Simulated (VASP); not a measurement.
# Cu (Fm-3m) in VASP: notebook

Cu is run at these levels: PBE+D3(BJ); tasks: single point, relaxation of cell and atoms.

All numbers are computed with VASP 6.6.1; they aren't measurements. Logs are shortened: lines on timing, memory, paths and dates and some standing lists are left out, and cuts for length are marked.

## (1) The cell of the first run

It takes space group Fm-3m (No. 225, cubic). The conventional cell has a = 3.563 Å, b = 3.563 Å, c = 3.563 Å, α = 90.00°, β = 90.00°, γ = 90.00°. Within 3.3 Å of Cu (site symmetry m-3m) lie 12 Cu at 2.52 Å.

## (2) Single point, PBE+D3(BJ)

INCAR reads:

```
PREC = Accurate
ENCUT = 520
EDIFF = 1E-7
ISMEAR = 0
SIGMA = 0.1
LREAL = False
LASPH = True
NELM = 100
ALGO = Fast
ISIF = 2
LWAVE = False
LCHARG = True
GGA = PE
IVDW = 12
LELF = True
LVHAR = True
NBANDS = 12
```

KPOINTS reads:

```
Automatic mesh
0
Gamma
  20 20 20
```

POSCAR reads:

```
Cu
1.0
    0.0000000000      1.7816857852      1.7816857852
    1.7816857852      0.0000000000      1.7816857852
    1.7816857852      1.7816857852      0.0000000000
Cu
1
Direct
    0.0000000000      0.0000000000      0.0000000000
```

Potentials or basis: VASP PAW PBE potentials, release 64 (Cu).

Command:

```bash
cat potpaw_PBE.64/Cu/POTCAR > POTCAR
mpirun -np 1 vasp_std > vasp.out
```

OUTCAR:

```text
PREC = Accurate
   ENCUT = 520
   EDIFF = 1E-7
   ISMEAR = 0
   LREAL = False
   LASPH = True
   NELM = 100
   ISIF = 2
   GGA = PE
   IVDW = 12
 IVDW          = 12

 ion  position               nearest neighbor table
   1  0.000  0.000  0.000-

  LATTYP: Found a face centered cubic cell.
 ALAT       =     3.5633715704

  Lattice vectors:

 A1 = (   0.0000000000,   1.7816857852,   1.7816857852)
 A2 = (   1.7816857852,   0.0000000000,   1.7816857852)
 A3 = (   1.7816857852,   1.7816857852,   0.0000000000)

Analysis of symmetry for initial positions (statically):
=====================================================================
 Subroutine PRICEL returns:
 Original cell was already a primitive cell.

 Routine SETGRP: Setting up the symmetry group for a
 face centered cubic supercell.

 Subroutine GETGRP returns: Found 48 space group operations
 (whereof 48 operations were pure point group operations)
 out of a pool of 48 trial point group operations.

The static configuration has the point symmetry O_h .

Analysis of symmetry for dynamics (positions and initial velocities):
=====================================================================
 Subroutine PRICEL returns:
 Original cell was already a primitive cell.

 Routine SETGRP: Setting up the symmetry group for a
 face centered cubic supercell.

 Subroutine GETGRP returns: Found 48 space group operations
 (whereof 48 operations were pure point group operations)
 out of a pool of 48 trial point group operations.

The dynamic configuration has the point symmetry O_h .

 Subroutine INISYM returns: Found 48 space group operations
 (whereof 48 operations are pure point group operations),
 and found     1 'primitive' translations

----------------------------------------------------------------------------------------

                                     Primitive cell

  volume of cell :      11.3116

  direct lattice vectors                    reciprocal lattice vectors
     0.000000000  1.781685785  1.781685785    -0.280633097  0.280633097  0.280633097
     1.781685785  0.000000000  1.781685785     0.280633097 -0.280633097  0.280633097
     1.781685785  1.781685785  0.000000000     0.280633097  0.280633097 -0.280633097

  length of vectors
     2.519684201  2.519684201  2.519684201     0.486070783  0.486070783  0.486070783

  position of ions in fractional coordinates (direct lattice)
     0.000000000  0.000000000  0.000000000

  ion indices of the primitive-cell ions
   primitive index   ion index
                 1           1

----------------------------------------------------------------------------------------

 KPOINTS: Automatic mesh

Automatic generation of k-mesh.
 Grid dimensions read from file:
 generate k-points for:   20   20   20

 Generating k-lattice:

  Cartesian coordinates                     Fractional coordinates (reciprocal lattice)
    -0.014031655  0.014031655  0.014031655     0.050000000  0.000000000  0.000000000
     0.014031655 -0.014031655  0.014031655     0.000000000  0.050000000  0.000000000
     0.014031655  0.014031655 -0.014031655     0.000000000  0.000000000  0.050000000

  Length of vectors
     0.024303539  0.024303539  0.024303539

  Shift w.r.t. Gamma in fractional coordinates (k-lattice)
     0.000000000  0.000000000  0.000000000

 Subroutine IBZKPT returns following result:
 ===========================================

 Found    256 irreducible k-points:

 Following reciprocal coordinates:
            Coordinates               Weight
  0.000000  0.000000  0.000000      1.000000
  0.050000  0.000000  0.000000      8.000000
  0.100000  0.000000  0.000000      8.000000
  0.150000  0.000000  0.000000      8.000000
  0.200000  0.000000  0.000000      8.000000
  0.250000  0.000000  0.000000      8.000000
[... 16 lines left out ...]
 -0.400000  0.050000  0.000000     24.000000
 -0.350000  0.050000  0.000000     24.000000
 [... further k-points ...]
   k-points           NKPTS =    256   k-points in BZ     NKDIM =    256   number of bands    NBANDS=     12
   number of dos      NEDOS =    301   number of ions     NIONS =      1
   total plane-waves  NPLWV =   8000
   dimension x,y,z NGX =    20 NGY =   20 NGZ =   20
   dimension x,y,z NGXF=    40 NGYF=   40 NGZF=   40
   ions per type =               1
   NGX,Y,Z   is equivalent  to a cutoff of  13.20, 13.20, 13.20 a.u.
   NGXF,Y,Z  is equivalent  to a cutoff of  26.39, 26.39, 26.39 a.u.
 SYSTEM =  unknown system
   PREC   = accura    normal or accurate (medium, high low for compatibility)
   ISTART =      0    job   : 0-new  1-cont  2-samecut
   ICHARG =      2    charge: 1-file 2-atom 10-const
   ISPIN  =      1    spin polarized calculation?
   LNONCOLLINEAR =      F non collinear calculations
   LSORBIT =      F    spin-orbit coupling
   LASPH  =      T    aspherical Exc in radial PAW
   ENCUT  =  520.0 eV  38.22 Ry    6.18 a.u.   4.68  4.68  4.68*2*pi/ulx,y,z
   NELM   =    100;   NELMIN=  2; NELMDL= -5     # of ELM steps
   EDIFF  = 0.1E-06   stopping-criterion for ELM
   LREAL  =      F    real-space projection
   EDIFFG = 0.1E-05   stopping-criterion for IOM
   NSW    =      0    number of steps for IOM
   IBRION =     -1    ionic relax: 0-MD 1-quasi-New 2-CG
   NFREE  =      0    steps in history (QN), initial steepest desc. (CG)
   ISIF   =      2    stress and relaxation
   ISYM   =      2    0-nonsym 1-usesym 2-fastsym
   POTIM  = 0.5000    time-step for ionic-motion
   TEBEG  =    0.0;   TEEND  =   0.0 temperature during run
   PSTRESS=    0.0 pullay stress
   NELECT =      11.0000    total number of electrons
   NUPDOWN=      -1.0000    fix difference up-down
   EMIN   =  10.00;   EMAX   =-10.00  energy-range for DOS
   EFERMI =   0.00;   METHOD = LEGACY
   ISMEAR =     0;   SIGMA  =   0.10  broadening in eV -4-tet -1-fermi 0-gaus
   EFERMI_NEDOS =   21; number of points for ismear=-14 and -15
   IALGO  =     68    algorithm
   IMIX   =      4    mixing-type and parameters
     AMIX     =   0.40;   BMIX     =  1.00
     AMIX_MAG =   1.60;   BMIX_MAG =  1.00
  volume/ion in A,a.u.               =      11.31        76.33
  Fermi-wavevector in a.u.,A,eV,Ry     =   1.621927  3.064997 35.792124  2.630647
  Thomas-Fermi vector in A             =   2.715623
   LORBIT       =      0    0 simple, 1 ext, 2 COOP (PROOUT), +10 PAW based schemes
   GGA     = PE    functional components
   LHFCALC =     F    Hartree Fock is set to
   AEXX    =    0.0000 exact exchange contribution
   IVDW    =    12    specifies the selected vdW correction
   LEPSILON=     F    determine dielectric tensor
   LRPA    =     F    only Hartree local field effects (RPA)
 non-spin polarized calculation
 RMM-DIIS sequential band-by-band and
 Gauss-broadening in eV      SIGMA  =   0.10
  energy-cutoff  :      520.00
  volume of cell :       11.31
 maximum number of plane-waves:       322
   NGX =  9   NGY =  9   NGZ =  9

 number of electron      11.0000013 magnetization

 Free energy of the ion-electron system (eV)
  ---------------------------------------------------
  ext. energy  EPLUGINS =         0.00000000
  ---------------------------------------------------
  free energy    TOTEN  =        -3.70984102 eV

  energy without entropy =       -3.70857593  energy(sigma->0) =       -3.70920848

 E-fermi :   8.1100     XC(G=0): -12.9783

 val. band max:        8.0586601752   @ k =   0.4500   0.3000   0.0000
 cond. band min:       8.1110695034   @ k =   0.5000   0.2500   0.1000
 fundamental gap:      0.0524093282
 Fermi energy:         8.1099899516

 k-point     1 :       0.0000    0.0000    0.0000
  band No.  band energies     occupation
      1      -1.5522      2.00000
      2       4.9706      2.00000
      3       4.9706      2.00000
      4       4.9706      2.00000
      5       5.8497      2.00000
      6       5.8497      2.00000
      7      31.0715      0.00000
      8      34.0548      0.00000
      9      34.0548      0.00000
     10      34.0548      0.00000
     11      36.5897      0.00000
     12      36.5897      0.00000

 k-point     2 :       0.0500    0.0000    0.0000
  band No.  band energies     occupation
      1      -1.4581      2.00000
      2       4.9495      2.00000
      3       4.9891      2.00000
      4       4.9891      2.00000
      5       5.8421      2.00000
      6       5.8421      2.00000
      7      30.6222      0.00000
      8      32.7504      0.00000
      9      33.7469      0.00000
     10      33.7469      0.00000
     11      37.0264      0.00000
     12      37.0264      0.00000

 k-point     3 :       0.1000    0.0000    0.0000
  band No.  band energies     occupation
      1      -1.1785      2.00000
      2       4.8912      2.00000
      3       5.0390      2.00000
      4       5.0390      2.00000
      5       5.8250      2.00000
      6       5.8250      2.00000
      7      28.6903      0.00000
      8      31.9519      0.00000
      9      33.1499      0.00000
     10      33.1499      0.00000
     11      37.9717      0.00000
     12      38.2437      0.00000

 k-point     4 :       0.1500    0.0000    0.0000
  band No.  band energies     occupation
      1      -0.7220      2.00000
      2       4.8100      2.00000
      3       5.1003      2.00000
      4       5.1003      2.00000
      5       5.8169      2.00000
      6       5.8169      2.00000
      7      26.1050      0.00000
      8      31.6761      0.00000
      9      32.5534      0.00000
     10      32.5534      0.00000
     11      38.3988      0.00000
     12      38.8522      0.00000

 k-point     5 :       0.2000    0.0000    0.0000
  band No.  band energies     occupation
      1      -0.1070      2.00000
      2       4.7313      2.00000
      3       5.1410      2.00000
      4       5.1410      2.00000
      5       5.8475      2.00000
      6       5.8475      2.00000
      7      23.4838      0.00000
      8      31.3821      0.00000
      9      32.0379      0.00000
     10      32.0379      0.00000
     11      38.4015      0.00000
     12      38.5077      0.00000
[... 228 lines left out ...]
      1       2.8545      2.00000
      2       4.8996      2.00000
      3       4.9663      2.00000
      4       6.0635      2.00000
      5       6.4585      2.00000
      6       7.4144      2.00000
      7      12.2147      0.00000
      8      28.8580      0.00000
      9      30.0876      0.00000
     10      30.2622      0.00000
     11      34.7303      0.00000
     12      34.9201      0.00000

 k-point    22 :      -0.4500    0.0500    0.0000
  band No.  band energies     occupation
      1       2.8378      2.00000
      2       4.9082      2.00000
      3       4.9668      2.00000
      4       6.0415      2.00000
      5       6.4191      2.00000
      6       7.2972      2.00000
      7      12.4490      0.00000
      8      28.6205      0.00000
      9      30.2152      0.00000
     10      30.6008      0.00000
     11      34.3410      0.00000
     12      35.1837      0.00000

 k-point    23 :      -0.4000    0.0500    0.0000
  band No.  band energies     occupation
      1       2.6981      2.00000
      2       4.9427      2.00000
      3       4.9925      2.00000
      4       5.7111      2.00000
      5       6.3238      2.00000
      6       6.7953      2.00000
      7      13.7942      0.00000
      8      28.4611      0.00000
      9      30.4135      0.00000
     10      31.2700      0.00000
     11      34.1525      0.00000
     12      35.5724      0.00000

 k-point    24 :      -0.3500    0.0500    0.0000
  band No.  band energies     occupation
      1       2.3483      2.00000
      2       4.9969      2.00000
      3       5.0397      2.00000
      4       5.1637      2.00000
      5       6.1857      2.00000
      6       6.4830      2.00000
      7      15.6751      0.00000
      8      28.4208      0.00000
      9      30.7992      0.00000
     10      32.0224      0.00000
     11      34.2250      0.00000
     12      36.0373      0.00000

 [... further k-points ...]

------------------------ aborting loop because EDIFF is reached ----------------------------------------

 Edisp (eV)   -0.60974

 E8    (eV) :    -0.2615

  FORCE on cell =-STRESS in cart. coord.  units (eV):
  Direction    XX          YY          ZZ          XY          YZ          ZX
  --------------------------------------------------------------------------------------
  -------------------------------------------------------------------------------------
  Total       0.06538     0.06538     0.06538     0.00000     0.00000     0.00000
  in kB       9.26105     9.26105     9.26105     0.00000     0.00000     0.00000
  external pressure =        9.26 kB  Pullay stress =        0.00 kB

 VOLUME and BASIS-vectors are now :
 -----------------------------------------------------------------------------
  energy-cutoff  :      520.00
  volume of cell :       11.31
      direct lattice vectors                 reciprocal lattice vectors
     0.000000000  1.781685785  1.781685785    -0.280633097  0.280633097  0.280633097
     1.781685785  0.000000000  1.781685785     0.280633097 -0.280633097  0.280633097
     1.781685785  1.781685785  0.000000000     0.280633097  0.280633097 -0.280633097

 POSITION                                       TOTAL-FORCE (eV/Angst)
 -----------------------------------------------------------------------------------
      0.00000      0.00000      0.00000        -0.000000     -0.000000     -0.000000
 -----------------------------------------------------------------------------------
    total drift:                               -0.000000     -0.000000     -0.000000

  FREE ENERGIE OF THE ION-ELECTRON SYSTEM (eV)
  ---------------------------------------------------
  free  energy   TOTEN  =        -4.3195812693 eV

  energy  without entropy=       -4.3183161837  energy(sigma->0) =       -4.31894873
```

Wall time 27 s (1 thread of AMD EPYC 9R45 (Zen 5), shared host); peak memory 0.12 GiB.

What came out:

| Property | Result |
| --- | --- |
| Free energy | -4.3196 eV |
| Pressure | 0.9 GPa |
| Dispersion energy per atom | -0.610 eV |

Levels at points of the mesh, in eV from the Fermi level:
| k point | band 2 | band 3 | band 4 | band 5 | band 6 | band 7 | band 8 | band 9 | band 10 | band 11 |
| --- | --- | --- | --- | --- | --- | --- | --- | --- | --- | --- |
| (0.00, 0.00, 0.00) | -3.14 | -3.14 | -3.14 | -2.26 | -2.26 | 22.96 | 25.94 | 25.94 | 25.94 | 28.48 |
| (0.50, 0.00, 0.00) | -3.18 | -3.18 | -1.65 | -1.65 | -1.11 | 4.00 | 21.43 | 22.77 | 22.77 | 25.73 |
| (0.50, 0.50, 0.00) | -4.63 | -1.67 | -1.50 | -1.50 | 1.49 | 7.44 | 13.44 | 13.44 | 18.05 | 21.01 |

Caveat: pairwise dispersion overbinds metals, which lowers pressure and volume.

## (3) Relaxation of cell and atoms, PBE+D3(BJ)

This run uses another cell than the first one, of 11.81 Å³/atom, 1.044 times its volume.

INCAR reads:

```
ALGO     = Normal         # electronic algorithm
EDIFF    = 1E-6           # SCF threshold, eV
EDIFFG   = -0.005         # ionic threshold
ENCUT    = 600            # plane-wave cutoff, eV
GGA      = PE             # functional
IBRION   = 2              # ionic algorithm
ISIF     = 3              # what is computed and relaxed
ISMEAR   = 0              # smearing method
IVDW     = 12             # dispersion correction
LASPH    = T              # aspherical terms in the spheres
LCHARG   = F              # write CHGCAR
LREAL    = F              # projectors in reciprocal space
LWAVE    = F              # write WAVECAR
NELM     = 80             # most SCF steps
NSW      = 100            # ionic steps
PREC     = Accurate       # precision mode
SIGMA    = 0.1            # smearing width, eV
```

KPOINTS reads:

```
k-points
0
Gamma
  20 20 20
```

POSCAR reads:

```
Cu
1.0
    0.0000000000      1.8075000000      1.8075000000
    1.8075000000      0.0000000000      1.8075000000
    1.8075000000      1.8075000000      0.0000000000
Cu
1
Direct
    0.0000000000      0.0000000000      0.0000000000
```

Potentials or basis: VASP PAW PBE potentials, release 64 (Cu).

Command:

```bash
cat potpaw_PBE.64/Cu/POTCAR > POTCAR
mpirun -np 1 vasp_std > vasp.out
```

Wall time 33 s (1 thread of AMD EPYC 9R45 (Zen 5), shared host); peak memory 0.13 GiB.

The run converged. Its results:

```yaml
Free_energy: -4.3199 eV
Relaxed_volume: 11.35 Å³/atom
Relaxed_cell: a = 2.522 Å, b = 2.522 Å, c = 2.522 Å, α = 60.00°, β = 60.00°, γ = 60.00°
Space_group_after_relaxing_to_0.05_Å: Fm-3m (No. 225)
Energy_gained_by_relaxing: 8.8 meV/atom
Ionic_steps: 3
Pressure_after_relaxing: -0.1 GPa
Dispersion_energy_per_atom: -0.608 eV
```

The path:
```tsv
step	energy change (eV)	largest force (eV/Å)	pressure (GPa)	volume (Å³)
1	0.0000	0.0000	-5.85	11.81
2	-0.0056	0.0000	4.09	11.09
3	-0.0088	0.0000	-0.06	11.35
```

Final structure:
```
Cu
1.0
     0.00000    1.78366    1.78366
     1.78366    0.00000    1.78366
     1.78366    1.78366    0.00000
Cu
1
Direct
  0.00000 0.00000 0.00000
```

Levels at points of the mesh, in eV from the Fermi level:
```csv
k point,band 2,band 3,band 4,band 5,band 6,band 7,band 8,band 9
"(0.00, 0.00, 0.00)",-3.13,-3.13,-3.13,-2.25,-2.25,22.93,25.89,25.89
"(0.50, 0.00, 0.00)",-3.16,-3.16,-1.65,-1.65,-1.10,3.99,21.41,22.72
"(0.50, 0.50, 0.00)",-4.61,-1.67,-1.50,-1.50,1.49,7.42,13.42,13.42
```

Caveat: pairwise dispersion overbinds metals, which lowers pressure and volume.
